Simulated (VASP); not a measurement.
# TiAl (Pmma) in VASP: single point with PBEsol

Aim: the single point of TiAl with PBEsol.

Program: VASP 6.6.1. These are calculated values, not measurements. Logs are shortened: lines on timing, memory, paths and dates and some standing lists are left out, and cuts for length are marked.

## 1. The cell of the first run

It takes space group Pmma (No. 51, orthorhombic). Conventional cell: a = 4.464 Å, b = 3.156 Å, c = 4.464 Å, α = 90.00°, β = 90.00°, γ = 90.00°. Ti (site symmetry mm2) has 8 Al at 2.73 to 2.78 Å and 6 Ti at 2.82 to 3.54 Å within 3.6 Å. Within 3.6 Å of Al (site symmetry mm2) lie 8 Ti at 2.73 to 2.78 Å and 6 Al at 2.81 to 3.54 Å.

## 2. Single point, PBEsol (atoms displaced along a vibrational mode)

File INCAR:

```
ALGO = Fast ; EDIFF = 1E-6
ENCUT = 520 ; GGA = PS
ISIF = 2 ; ISMEAR = 0
LASPH = True ; LCHARG = True
LELF = True ; LREAL = False
LVHAR = True ; LWAVE = False
NBANDS = 23 ; NELM = 100
PREC = Accurate ; SIGMA = 0.15
```

File KPOINTS:

```
k-points
0
Gamma
  20 14 14
```

File POSCAR:

```
TiAl
1.0
   -3.1564740774      0.0000000000      0.0000000000
    0.0000000000      3.1564740774      3.1564740774
    0.0000000000      3.1564740774     -3.1564740774
Ti Al
2 2
Direct
    1.0000000000      0.0574364879      0.0000000000
    1.0000000000      0.4425635121      0.5000000000
    0.5000000000      0.5582446612      0.0000000000
    0.5000000000     -0.0582446612      0.5000000000
```

Potentials or basis: VASP PAW PBE potentials, release 64 (Ti_sv, Al).

On the command line:

```
cat potpaw_PBE.64/Ti_sv/POTCAR potpaw_PBE.64/Al/POTCAR > POTCAR
mpirun -np 1 vasp_std > vasp.out
```

OUTCAR:

```text
EDIFF = 1E-6
   ENCUT = 520
   GGA = PS
   ISIF = 2
   ISMEAR = 0
   LASPH = True
   LREAL = False
   NELM = 100
   PREC = Accurate

 ion  position               nearest neighbor table
   1  0.000  0.057  0.000-   3 2.73   3 2.73   3 2.74   3 2.74   4 2.78   4 2.78   4 2.78   4 2.78
                             2 2.82   2 2.82
   2  0.000  0.443  0.500-   4 2.73   4 2.73   4 2.74   4 2.74   3 2.78   3 2.78   3 2.78   3 2.78
                             1 2.82   1 2.82
   3  0.500  0.558  0.000-   1 2.73   1 2.73   1 2.74   1 2.74   2 2.78   2 2.78   2 2.78   2 2.78
                             4 2.81   4 2.81
   4  0.500  0.942  0.500-   2 2.73   2 2.73   2 2.74   2 2.74   1 2.78   1 2.78   1 2.78   1 2.78
                             3 2.81   3 2.81

  LATTYP: Found a simple tetragonal cell.
 ALAT       =     4.4639284495
 C/A-ratio  =     0.7071067812

  Lattice vectors:

 A1 = (   0.0000000000,   3.1564740774,   3.1564740774)
 A2 = (   0.0000000000,   3.1564740774,  -3.1564740774)
 A3 = (  -3.1564740774,   0.0000000000,   0.0000000000)

Analysis of symmetry for initial positions (statically):
=====================================================================
 Subroutine PRICEL returns:
 Original cell was already a primitive cell.

 Routine SETGRP: Setting up the symmetry group for a
 simple tetragonal supercell.

 Subroutine GETGRP returns: Found  8 space group operations
 (whereof  4 operations were pure point group operations)
 out of a pool of 16 trial point group operations.

The static configuration has the point symmetry C_2v.
 The point group associated with its full space group is D_2h.

Analysis of symmetry for dynamics (positions and initial velocities):
=====================================================================
 Subroutine PRICEL returns:
 Original cell was already a primitive cell.

 Routine SETGRP: Setting up the symmetry group for a
 simple tetragonal supercell.

 Subroutine GETGRP returns: Found  8 space group operations
 (whereof  4 operations were pure point group operations)
 out of a pool of 16 trial point group operations.

The dynamic configuration has the point symmetry C_2v.
 The point group associated with its full space group is D_2h.

 Subroutine INISYM returns: Found  8 space group operations
 (whereof  4 operations are pure point group operations),
 and found     1 'primitive' translations

----------------------------------------------------------------------------------------

                                     Primitive cell

  volume of cell :      62.8980

  direct lattice vectors                    reciprocal lattice vectors
    -3.156474077  0.000000000  0.000000000    -0.316809191  0.000000000  0.000000000
     0.000000000  3.156474077  3.156474077     0.000000000  0.158404596  0.158404596
     0.000000000  3.156474077 -3.156474077     0.000000000  0.158404596 -0.158404596

  length of vectors
     3.156474077  4.463928450  4.463928450     0.316809191  0.224017928  0.224017928

  position of ions in fractional coordinates (direct lattice)
     0.000000000  0.057436488  0.000000000
     0.000000000  0.442563512  0.500000000
     0.500000000  0.558244661  0.000000000
     0.500000000  0.941755339  0.500000000

  ion indices of the primitive-cell ions
   primitive index   ion index
                 1           1
                 2           2
                 3           3
                 4           4

----------------------------------------------------------------------------------------

 KPOINTS: k-points

Automatic generation of k-mesh.
 Grid dimensions read from file:
 generate k-points for:   20   14   14

 Generating k-lattice:

  Cartesian coordinates                     Fractional coordinates (reciprocal lattice)
    -0.015840460  0.000000000  0.000000000     0.050000000  0.000000000  0.000000000
     0.000000000  0.011314614  0.011314614     0.000000000  0.071428571  0.000000000
     0.000000000  0.011314614 -0.011314614     0.000000000  0.000000000  0.071428571

  Length of vectors
     0.015840460  0.016001281  0.016001281

  Shift w.r.t. Gamma in fractional coordinates (k-lattice)
     0.000000000  0.000000000  0.000000000

 Subroutine IBZKPT returns following result:
 ===========================================

 Found    704 irreducible k-points:

 Following reciprocal coordinates:
            Coordinates               Weight
  0.000000  0.000000  0.000000      1.000000
  0.050000  0.000000  0.000000      2.000000
  0.100000  0.000000  0.000000      2.000000
  0.150000  0.000000  0.000000      2.000000
  0.200000  0.000000  0.000000      2.000000
  0.250000  0.000000  0.000000      2.000000
[... 16 lines left out ...]
  0.250000  0.000000  0.071429      4.000000
  0.300000  0.071429  0.000000      4.000000
 [... further k-points ...]
   k-points           NKPTS =    704   k-points in BZ     NKDIM =    704   number of bands    NBANDS=     23
   number of dos      NEDOS =    301   number of ions     NIONS =      4
   total plane-waves  NPLWV =  31104
   dimension x,y,z NGX =    24 NGY =   36 NGZ =   36
   dimension x,y,z NGXF=    48 NGYF=   72 NGZF=   72
   ions per type =               2   2
   NGX,Y,Z   is equivalent  to a cutoff of  12.64, 13.41, 13.41 a.u.
   NGXF,Y,Z  is equivalent  to a cutoff of  25.28, 26.81, 26.81 a.u.
 SYSTEM =  unknown system
   PREC   = accura    normal or accurate (medium, high low for compatibility)
   ISTART =      0    job   : 0-new  1-cont  2-samecut
   ICHARG =      2    charge: 1-file 2-atom 10-const
   ISPIN  =      1    spin polarized calculation?
   LNONCOLLINEAR =      F non collinear calculations
   LSORBIT =      F    spin-orbit coupling
   LASPH  =      T    aspherical Exc in radial PAW
   ENCUT  =  520.0 eV  38.22 Ry    6.18 a.u.   5.87  8.30  8.30*2*pi/ulx,y,z
   NELM   =    100;   NELMIN=  2; NELMDL= -5     # of ELM steps
   EDIFF  = 0.1E-05   stopping-criterion for ELM
   LREAL  =      F    real-space projection
   EDIFFG = 0.1E-04   stopping-criterion for IOM
   NSW    =      0    number of steps for IOM
   IBRION =     -1    ionic relax: 0-MD 1-quasi-New 2-CG
   NFREE  =      0    steps in history (QN), initial steepest desc. (CG)
   ISIF   =      2    stress and relaxation
   ISYM   =      2    0-nonsym 1-usesym 2-fastsym
   POTIM  = 0.5000    time-step for ionic-motion
   TEBEG  =    0.0;   TEEND  =   0.0 temperature during run
   PSTRESS=    0.0 pullay stress
   NELECT =      30.0000    total number of electrons
   NUPDOWN=      -1.0000    fix difference up-down
   EMIN   =  10.00;   EMAX   =-10.00  energy-range for DOS
   EFERMI =   0.00;   METHOD = LEGACY
   ISMEAR =     0;   SIGMA  =   0.15  broadening in eV -4-tet -1-fermi 0-gaus
   EFERMI_NEDOS =   21; number of points for ismear=-14 and -15
   IALGO  =     68    algorithm
   IMIX   =      4    mixing-type and parameters
     AMIX     =   0.40;   BMIX     =  1.00
     AMIX_MAG =   1.60;   BMIX_MAG =  1.00
  volume/ion in A,a.u.               =      15.72       106.11
  Fermi-wavevector in a.u.,A,eV,Ry     =   1.279096  2.417140 22.260297  1.636086
  Thomas-Fermi vector in A             =   2.411601
   LORBIT       =      0    0 simple, 1 ext, 2 COOP (PROOUT), +10 PAW based schemes
   GGA     = PS    functional components
   LHFCALC =     F    Hartree Fock is set to
   AEXX    =    0.0000 exact exchange contribution
   IVDW    =     0    specifies the selected vdW correction
   LEPSILON=     F    determine dielectric tensor
   LRPA    =     F    only Hartree local field effects (RPA)
 non-spin polarized calculation
 RMM-DIIS sequential band-by-band and
 Gauss-broadening in eV      SIGMA  =   0.15
  energy-cutoff  :      520.00
  volume of cell :       62.90
 maximum number of plane-waves:      1720
 NGX is ok and might be reduce to    24
   NGX = 11   NGY = 17   NGZ = 17

 number of electron      29.9999986 magnetization

 Free energy of the ion-electron system (eV)
  ---------------------------------------------------
  ext. energy  EPLUGINS =         0.00000000
  ---------------------------------------------------
  free energy    TOTEN  =       -26.04680716 eV

  energy without entropy =      -25.98198182  energy(sigma->0) =      -26.01439449

 E-fermi :   8.6891     XC(G=0): -11.2759

 val. band max:        8.6888986817   @ k =   0.4500   0.0000   0.5000
 cond. band min:       8.6895846898   @ k =   0.3500  -0.0714   0.2857
 fundamental gap:      0.0006860081
 Fermi energy:         8.6891201224

 k-point     1 :       0.0000    0.0000    0.0000
  band No.  band energies     occupation
      1     -47.7516      2.00000
      2     -47.6865      2.00000
      3     -24.2669      2.00000
      4     -24.2090      2.00000
      5     -24.0498      2.00000
      6     -24.0290      2.00000
[... 15 lines left out ...]
     22      11.9124      0.00000
     23      13.3941      0.00000

 k-point     2 :       0.0500    0.0000    0.0000
  band No.  band energies     occupation
      1     -47.7512      2.00000
      2     -47.6861      2.00000
      3     -24.2663      2.00000
      4     -24.2084      2.00000
      5     -24.0544      2.00000
      6     -24.0286      2.00000
[... 15 lines left out ...]
     22      12.0136      0.00000
     23      13.1980      0.00000

 k-point     3 :       0.1000    0.0000    0.0000
  band No.  band energies     occupation
      1     -47.7500      2.00000
      2     -47.6850      2.00000
      3     -24.2646      2.00000
      4     -24.2068      2.00000
      5     -24.0679      2.00000
      6     -24.0274      2.00000
[... 15 lines left out ...]
     22      12.2482      0.00000
     23      12.7438      0.00000
[... 495 lines left out ...]
 k-point    23 :       0.2500    0.0000    0.0714
  band No.  band energies     occupation
      1     -47.7425      2.00000
      2     -47.6795      2.00000
      3     -24.2544      2.00000
      4     -24.1982      2.00000
      5     -24.1433      2.00000
      6     -24.0784      2.00000
[... 15 lines left out ...]
     22      11.8044      0.00000
     23      12.4040      0.00000

 k-point    24 :       0.3000    0.0714    0.0000
  band No.  band energies     occupation
      1     -47.7405      2.00000
      2     -47.6765      2.00000
      3     -24.2505      2.00000
      4     -24.1931      2.00000
      5     -24.1726      2.00000
      6     -24.1036      2.00000
[... 15 lines left out ...]
     22      11.8292      0.00000
     23      11.9327      0.00000

 [... further k-points ...]

------------------------ aborting loop because EDIFF is reached ----------------------------------------

  FORCE on cell =-STRESS in cart. coord.  units (eV):
  Direction    XX          YY          ZZ          XY          YZ          ZX
  --------------------------------------------------------------------------------------
  -------------------------------------------------------------------------------------
  Total       -1.8107281      1.6374860      1.6374860      0.0000000      1.3399136      0.0000000
  in kB      -46.1240189     41.7110873     41.7110873      0.0000000     34.1311320      0.0000000
  external PRESSURE =      12.4327186 kB  Pullay stress =       0.0000000 kB

 VOLUME and BASIS-vectors are now :
 -----------------------------------------------------------------------------
  energy-cutoff  :      520.00
  volume of cell :       62.90
      direct lattice vectors                 reciprocal lattice vectors
    -3.156474077  0.000000000  0.000000000    -0.316809191  0.000000000  0.000000000
     0.000000000  3.156474077  3.156474077     0.000000000  0.158404596  0.158404596
     0.000000000  3.156474077 -3.156474077     0.000000000  0.158404596 -0.158404596

 POSITION                                       TOTAL-FORCE (eV/Angst)
 -----------------------------------------------------------------------------------
      0.00000      0.18130      0.18130         0.000000     -0.165262     -0.165262
      0.00000      2.97518     -0.18130         0.000000      0.165262      0.165262
     -1.57824      1.76208      1.76208         0.000000      0.102964      0.102964
     -1.57824      4.55086      1.39439         0.000000     -0.102964     -0.102964
 -----------------------------------------------------------------------------------
    total drift:                               -0.000000      0.000000      0.000000

  FREE ENERGIE OF THE ION-ELECTRON SYSTEM (eV)
  ---------------------------------------------------
  free  energy   TOTEN  =       -26.0468071604 eV

  energy  without entropy=      -25.9819818225  energy(sigma->0) =      -26.01439449
```

Run time: 14 min. Hardware: 1 thread of Intel Xeon 6975P-C (Granite Rapids), shared host; peak memory 0.87 GiB.

What came out:

```
Free energy            : -26.0468 eV
Pressure               : 1.2 GPa
Largest force          : 0.234 eV/Å
Band gap on the k mesh : zero (bands 15 and 16 overlap by 1.19 eV)
```

Forces on the atoms (eV/Å):
```
Ti   0.000 -0.165 -0.165
Ti   0.000  0.165  0.165
Al   0.000  0.103  0.103
Al   0.000 -0.103 -0.103
```

Levels at points of the mesh, in eV from the Fermi level:
```csv
k point,band 11,band 12,band 13,band 14,band 15,band 16,band 17,band 18,band 19,band 20
"(0.00, 0.00, 0.00)",-2.19,-2.01,-1.24,-1.16,-0.88,0.85,0.96,1.87,2.05,2.27
"(0.50, 0.00, 0.00)",-2.92,-2.79,-2.69,-0.77,-0.35,0.66,1.51,1.64,2.69,3.16
"(0.00, 0.50, 0.00)",-2.25,-2.00,-1.65,-0.92,-0.03,0.87,1.03,1.14,1.16,1.94
"(0.00, 0.00, 0.50)",-1.91,-1.91,-1.13,-1.13,0.16,0.16,0.90,0.90,1.66,1.66
"(0.50, 0.50, 0.00)",-3.56,-2.89,-1.85,-1.26,-0.16,0.31,0.33,0.35,1.61,2.03
"(0.50, 0.00, 0.50)",-3.36,-3.36,-1.90,-1.90,0.02,0.02,1.43,1.43,1.92,1.92
"(0.00, 0.50, 0.50)",-4.71,-4.71,-0.36,-0.36,0.33,0.33,0.36,0.36,2.30,2.30
"(0.50, 0.50, 0.50)",-2.23,-2.23,-2.04,-2.04,-0.85,-0.85,0.89,0.89,1.33,1.33
```

Caveat: the cell differs from its parent crystal (atoms displaced along a vibrational mode); the stress differs along the axes, from -5 to 4 GPa; the PAW data sets were made with another functional, which shifts forces and pressure a little.
